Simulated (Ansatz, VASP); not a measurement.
**One calculation of SiO2, two programs**

```xyz
6
Lattice="-2.2320 2.2320 3.6722 2.2320 -2.2320 3.6722 2.2320 2.2320 -3.6722" Properties=species:S:1:pos:R:3 pbc="T T T"
Si    0.0000    0.0000    0.0000
Si    0.0000    2.2320    1.8361
O     0.7369    1.1160    0.9180
O     1.1160    2.9689    2.7541
O    -1.1160    1.4952    2.7541
O    -0.7369    3.3481    0.9180
```

Alike in both runs: task single point; functional PBE; k mesh 8 × 8 × 8; occupations gaussian, width 0.02 eV; no spin polarisation.

|  | VASP | Ansatz |
| --- | --- | --- |
| version | VASP 6.6.1 | Ansatz 0.2.0 |
| potentials or method | VASP PAW PBE potentials, release 64 (Si, O), cutoff 520 eV | scalar-relativistic, plane waves, PAW |
| valence electrons in the cell | 32 | 32 |

|  | VASP | Ansatz | Ansatz less VASP |
| --- | --- | --- | --- |
| gap on the k mesh at the Fermi level (eV) | 6.34 | 6.34 | -0.002 |
| least direct gap on the mesh (eV) | 6.51 | 6.52 | +0.004 |
| pressure (GPa) | 8.3 | 8.0 | -0.29 |
| traceless stress, the component that is largest in VASP (GPa) | 0.13 | 0.06 | -0.078 |
| rms of the force components (eV/Å) | 0.009 | 0.002 | -0.0072 |

Atom by atom the forces differ by 0.007 eV/Å (rms over components).
